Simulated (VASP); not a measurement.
# ZrB (Fm-3m) in VASP: further runs

Aim: see how the results for ZrB move with the level of theory and the settings. Levels: PBEsol, r2SCAN0. Tasks: single point.

Program: VASP 6.6.1. These are calculated values, not measurements. Logs are shortened: lines on timing, memory, paths and dates and some standing lists are left out, and cuts for length are marked.

## (1) The cell of the first run

It takes space group Fm-3m (No. 225, cubic). Conventional cell: a = 4.650 Å, b = 4.650 Å, c = 4.650 Å, α = 90.00°, β = 90.00°, γ = 90.00°. Within 3.1 Å of Zr (site symmetry m-3m) lie 6 B at 2.33 Å. B (site symmetry m-3m) has 6 Zr at 2.33 Å within 3.1 Å.

## (2) Single point, PBEsol, non-collinear spin, zero start, spin-orbit coupling

Input file INCAR:

```
PREC = Accurate
ENCUT = 520
EDIFF = 1E-6
ISMEAR = -1
SIGMA = 0.05
LREAL = F
LASPH = T
NELM = 150
ALGO = Normal
ISIF = 2
LWAVE = F
LCHARG = F
LNONCOLLINEAR = T
MAGMOM = 0 0 0 0 0 0
LORBIT = 11
LSORBIT = T
GGA_COMPAT = F
LORBMOM = T
LMAXMIX = 4
GGA = PS
NBANDS = 27
```

Input file KPOINTS:

```
Automatic mesh
0
Gamma
  10 10 10
```

Input file POSCAR:

```
ZrB
1.0
    0.0000000000      2.3250000000      2.3250000000
    2.3250000000      0.0000000000      2.3250000000
    2.3250000000      2.3250000000      0.0000000000
Zr B
1 1
Direct
    0.0000000000      0.0000000000      0.0000000000
    0.5000000000      0.5000000000      0.5000000000
```

Potentials or basis: VASP PAW PBE potentials, release 64 (Zr_sv, B).

The run is started by

```bash
$ cat potpaw_PBE.64/Zr_sv/POTCAR potpaw_PBE.64/B/POTCAR > POTCAR
$ mpirun -np 1 vasp_ncl > vasp.out
```

OUTCAR:

```text
PREC = Accurate
   ENCUT = 520
   EDIFF = 1E-6
   ISMEAR = -1
   LREAL = F
   LASPH = T
   NELM = 150
   ISIF = 2
   LNONCOLLINEAR = T
   LORBIT = 11
   LSORBIT = T
   GGA = PS

 ion  position               nearest neighbor table
   1  0.000  0.000  0.000-   2 2.33   2 2.33   2 2.33   2 2.33   2 2.33   2 2.33
   2  0.500  0.500  0.500-   1 2.33   1 2.33   1 2.33   1 2.33   1 2.33   1 2.33

  LATTYP: Found a face centered cubic cell.
 ALAT       =     4.6500000000

  Lattice vectors:

 A1 = (   0.0000000000,   2.3250000000,   2.3250000000)
 A2 = (   2.3250000000,   0.0000000000,   2.3250000000)
 A3 = (   2.3250000000,   2.3250000000,   0.0000000000)

Analysis of symmetry for initial positions (statically):
=====================================================================
 Subroutine PRICEL returns:
 Original cell was already a primitive cell.

 Routine SETGRP: Setting up the symmetry group for a
 face centered cubic supercell.

 Subroutine GETGRP returns: Found 48 space group operations
 (whereof 48 operations were pure point group operations)
 out of a pool of 48 trial point group operations.

The static configuration has the point symmetry O_h .

Analysis of symmetry for dynamics (positions and initial velocities):
=====================================================================
 Subroutine PRICEL returns:
 Original cell was already a primitive cell.

 Routine SETGRP: Setting up the symmetry group for a
 face centered cubic supercell.

 Subroutine GETGRP returns: Found 48 space group operations
 (whereof 48 operations were pure point group operations)
 out of a pool of 48 trial point group operations.

The dynamic configuration has the point symmetry O_h .

Analysis of structural, dynamic, and magnetic symmetry:
=====================================================================
 Subroutine PRICEL returns:
 Original cell was already a primitive cell.

 Routine SETGRP: Setting up the symmetry group for a
 face centered cubic supercell.

 Subroutine GETGRP returns: Found 48 space group operations
 (whereof 48 operations were pure point group operations)
 out of a pool of 48 trial point group operations.

The overall configuration has the point symmetry O_h .

 Subroutine INISYM returns: Found 48 space group operations
 (whereof 48 operations are pure point group operations),
[... 896 lines left out ...]
      0.00000      0.00000      0.00000         0.000000     -0.000000      0.000000
      2.32500      2.32500      2.32500         0.000000      0.000000     -0.000000
 -----------------------------------------------------------------------------------
    total drift:                                0.000000     -0.000000     -0.000000

  FREE ENERGIE OF THE ION-ELECTRON SYSTEM (eV)
  ---------------------------------------------------
  free  energy   TOTEN  =       -16.6933072935 eV

  energy  without entropy=      -16.6852270096  energy(sigma->0) =      -16.68926715

 orbital moment (x)

 # of ion     p       d       tot
 ----------------------------------------
  1         0.000   0.000   0.000
  2         0.000   0.000   0.000
 ----------------------------------------
            0.000   0.000   0.000

 orbital moment (y)

 # of ion     p       d       tot
 ----------------------------------------
  1         0.000  -0.000  -0.000
  2         0.000   0.000   0.000
 ----------------------------------------
            0.000  -0.000  -0.000

 orbital moment (z)

 # of ion     p       d       tot
 ----------------------------------------
  1         0.000   0.000   0.000
  2         0.000   0.000   0.000
 ----------------------------------------
            0.000   0.000   0.000

 Spin-Orbit-Coupling matrix elements

 Ion:    1  E_soc:     -0.1447322
 l=   1
     0.0000000    -0.0234963    -0.0234963
    -0.0234963     0.0000000    -0.0234963
    -0.0234963    -0.0234963     0.0000000
 l=   2
     0.0000000    -0.0001450     0.0000000    -0.0001450    -0.0004807
    -0.0001450     0.0000000    -0.0003606    -0.0001450    -0.0001202
     0.0000000    -0.0003606     0.0000000    -0.0003606     0.0000000
    -0.0001450    -0.0001450    -0.0003606     0.0000000    -0.0001202
    -0.0004807    -0.0001202     0.0000000    -0.0001202     0.0000000
 l=   3
     0.0000000     0.0000000     0.0000000     0.0000000     0.0000000     0.0000000     0.0000000
     0.0000000     0.0000000     0.0000000     0.0000000     0.0000000     0.0000000     0.0000000
     0.0000000     0.0000000     0.0000000     0.0000000     0.0000000     0.0000000     0.0000000
     0.0000000     0.0000000     0.0000000     0.0000000     0.0000000     0.0000000     0.0000000
     0.0000000     0.0000000     0.0000000     0.0000000     0.0000000     0.0000000     0.0000000
     0.0000000     0.0000000     0.0000000     0.0000000     0.0000000     0.0000000     0.0000000
     0.0000000     0.0000000     0.0000000     0.0000000     0.0000000     0.0000000     0.0000000

 Ion:    2  E_soc:      0.0000168
 l=   1
     0.0000000     0.0000028     0.0000028
     0.0000028     0.0000000     0.0000028
     0.0000028     0.0000028     0.0000000
 l=   2
     0.0000000     0.0000000     0.0000000     0.0000000     0.0000000
     0.0000000     0.0000000     0.0000000     0.0000000     0.0000000
     0.0000000     0.0000000     0.0000000     0.0000000     0.0000000
     0.0000000     0.0000000     0.0000000     0.0000000     0.0000000
     0.0000000     0.0000000     0.0000000     0.0000000     0.0000000
 l=   3
     0.0000000     0.0000000     0.0000000     0.0000000     0.0000000     0.0000000     0.0000000
     0.0000000     0.0000000     0.0000000     0.0000000     0.0000000     0.0000000     0.0000000
     0.0000000     0.0000000     0.0000000     0.0000000     0.0000000     0.0000000     0.0000000
     0.0000000     0.0000000     0.0000000     0.0000000     0.0000000     0.0000000     0.0000000
     0.0000000     0.0000000     0.0000000     0.0000000     0.0000000     0.0000000     0.0000000
     0.0000000     0.0000000     0.0000000     0.0000000     0.0000000     0.0000000     0.0000000
     0.0000000     0.0000000     0.0000000     0.0000000     0.0000000     0.0000000     0.0000000

 total charge

# of ion       s       p       d       tot
------------------------------------------
    1        2.212   6.046   1.862  10.120
    2        0.804   1.096   0.000   1.899
--------------------------------------------------
tot          3.016   7.142   1.862  12.020

 magnetization (x)

# of ion       s       p       d       tot
------------------------------------------
    1        0.000  -0.000   0.000   0.000
    2        0.000   0.000   0.000   0.000
--------------------------------------------------
tot          0.000  -0.000   0.000   0.000

 magnetization (y)

# of ion       s       p       d       tot
------------------------------------------
    1        0.000  -0.000   0.000   0.000
    2        0.000   0.000   0.000   0.000
--------------------------------------------------
tot          0.000   0.000   0.000   0.000

 magnetization (z)

# of ion       s       p       d       tot
------------------------------------------
    1        0.000  -0.000   0.000   0.000
    2       -0.000   0.000   0.000   0.000
--------------------------------------------------
tot          0.000   0.000   0.000   0.000
```

stdout:

```text
POSCAR found type information on POSCAR ZrB
 POSCAR found :  2 types and       2 ions
 scaLAPACK will be used
 -----------------------------------------------------------------------------
|                                                                             |
|                                                                             |
|     You enforced a specific xc type in the INCAR file but a different       |
|     I HOPE YOU KNOW WHAT YOU ARE DOING!                                     |
|                                                                             |
 -----------------------------------------------------------------------------

 LDA part: xc-table for (Slater+PW92), standard interpolation
 POSCAR, INCAR and KPOINTS ok, starting setup
 FFT: planning ... GRIDC
 FFT: planning ... GRID_SOFT
 FFT: planning ... GRID
 WAVECAR not read
 entering main loop
```

It took 70 s on 1 thread of Intel Xeon 8259CL, shared host; peak memory 0.22 GiB.

Results:

```
Free energy                                           : -16.6933 eV
Pressure                                              : 29.4 GPa
Net moment                                            : 0.00 μB per cell
Valence electrons inside the program's atomic spheres : Zr 10.12; B 1.90
```

Moments on the atoms (μB; x, y, z):
```
Zr  0.00 0.00 0.00
B   0.00 0.00 0.00
```

Caveat: the cell stands under pressure; the PAW data sets were made with another functional, which shifts forces and pressure a little.

## (3) Single point, r2SCAN0

POSCAR is that of step 2.

Input file INCAR.step1:

```
PREC = Accurate ; ENCUT = 460
EDIFF = 1E-5 ; ISMEAR = 1
SIGMA = 0.05 ; LREAL = F
LASPH = T ; NELM = 120
ALGO = Normal ; ISIF = 2
LWAVE = T ; LCHARG = F
NBANDS = 14 ; GGA = PE
GGA_COMPAT = F
```

Input file INCAR.step2:

```
PREC = Accurate ; ENCUT = 460
EDIFF = 1E-6 ; ISMEAR = 1
SIGMA = 0.05 ; LREAL = F
LASPH = T ; NELM = 120
ALGO = Normal ; ISIF = 2
LWAVE = F ; LCHARG = F
METAGGA = R2SCAN ; LHFCALC = T
AEXX = 0.25 ; LMIXTAU = T
PRECFOCK = Normal ; NBANDS = 14
ISTART = 1 ; GGA_COMPAT = F
```

Input file KPOINTS:

```
Automatic mesh
0
Gamma
  5 5 5
```

Potentials or basis: VASP PAW PBE potentials, release 64 (Zr_sv, B).

The run is started by

```bash
$ cat potpaw_PBE.64/Zr_sv/POTCAR potpaw_PBE.64/B/POTCAR > POTCAR
$ cp INCAR.step1 INCAR
$ mpirun -np 1 vasp_std > vasp.out
$ cp INCAR.step2 INCAR
$ mpirun -np 1 vasp_std > vasp.out
```

Wall time 8.7 min (1 thread of AMD EPYC 7R13 (Zen 3), shared host); peak memory 0.12 GiB.

Results (log left out):

```yaml
Free_energy: -30.3145 eV
Pressure: 36.1 GPa
Band_gap_on_the_k_mesh: zero (an odd number of electrons rules out a gap without spin polarisation)
```

Levels at points of the mesh, in eV from the Fermi level:
```
           k point  band 4  band 5  band 6  band 7  band 8  band 9  band 10  band 11
(0.00, 0.00, 0.00)  -27.87  -10.84    2.78    2.78    2.78    4.52     4.52     4.62
```

Caveat: the k points lie up to 0.47 Å⁻¹ apart, too coarse for converged energies and pressures of a metal; the PAW data sets were made with another functional, which shifts forces and pressure a little.
